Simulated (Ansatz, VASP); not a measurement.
One calculation of RbIr, two programs

File INCAR:

```
SYSTEM = RbIr
ALGO = Normal
EDIFF = 1E-7
EDIFFG = -0.04
ENCUT = 500
GGA = PE
GGA_COMPAT = .FALSE.
IBRION = 2
ISIF = 3
ISMEAR = 0
LASPH = .TRUE.
LCHARG = .FALSE.
LREAL = .FALSE.
LWAVE = .FALSE.
NELM = 120
NELMIN = 4
NSW = 90
PREC = Accurate
SIGMA = 0.1
```

File KPOINTS:

```
k-points
0
G
  4 4 4
  0 0 0
```

Contents of POSCAR:

```
RbIr
1.0
    0.0000000000      3.8827962753      3.8827962753
    3.8827962753      0.0000000000      3.8827962753
    3.8827962753      3.8827962753      0.0000000000
Rb Ir
2 2
Direct
    0.5000000000      0.5000000000      0.5000000000
    0.7500000000      0.7500000000      0.7500000000
    0.0000000000      0.0000000000      0.0000000000
    0.2500000000      0.2500000000      0.2500000000
```

Input for Ansatz:

```yaml
crystal:
  lattice:
    - [0.0, 3.8827962753, 3.8827962753]
    - [3.8827962753, 0.0, 3.8827962753]
    - [3.8827962753, 3.8827962753, 0.0]
  atoms:
    - { symbol: Rb, position: [0.5, 0.5, 0.5] }
    - { symbol: Rb, position: [0.75, 0.75, 0.75] }
    - { symbol: Ir, position: [0.0, 0.0, 0.0] }
    - { symbol: Ir, position: [0.25, 0.25, 0.25] }
basis:
  ecutwfc: 420
kpoints:
  mp_grid: { grid: [4, 4, 4] }
hamiltonian:
  xc: pbe
scf:
  occupations: { method: gaussian, width: 0.1 }
  lower_state_search: "off"
output:
  forces: true
  stress: true
  eigenvalues: true
relax:
  adjacent_minimum: "off"
  f_tol: 0.04
  max_steps: 70
  cell: { stress_tol: 0.4 }
```

Alike in both runs: task relaxation of cell and atoms; functional PBE; k mesh 4 × 4 × 4; occupations gaussian, width 0.1 eV; no spin polarisation.

|  | VASP | Ansatz |
| --- | --- | --- |
| version | VASP 6.6.1 | Ansatz 0.2.0 |
| potentials or method | VASP PAW PBE potentials, release 64 (Rb_sv, Ir), cutoff 500 eV | scalar-relativistic, plane waves, PAW |
| valence electrons in the cell | 36 | 52 |

|  | VASP | Ansatz | Ansatz less VASP |
| --- | --- | --- | --- |
| gap on the k mesh at the Fermi level, each at its own relaxed structure (eV) | none | none | - |
| relaxed volume (Å³/atom) | 24.40 | 24.27 | -0.132 |
| relaxed cell length with the largest relative difference (Å) | 5.168 | 5.159 | -0.0094 |

A gap of «none» marks a metal or a gap that the smearing closes. VASP's potentials hold 36 valence electrons a cell and Ansatz's 52, so a difference there can come from the potentials and not from the codes.

Spin-orbit coupling is off throughout. Noted on VASP's run: the volume moved by over 15 % at a fixed basis, so the end points are rough.
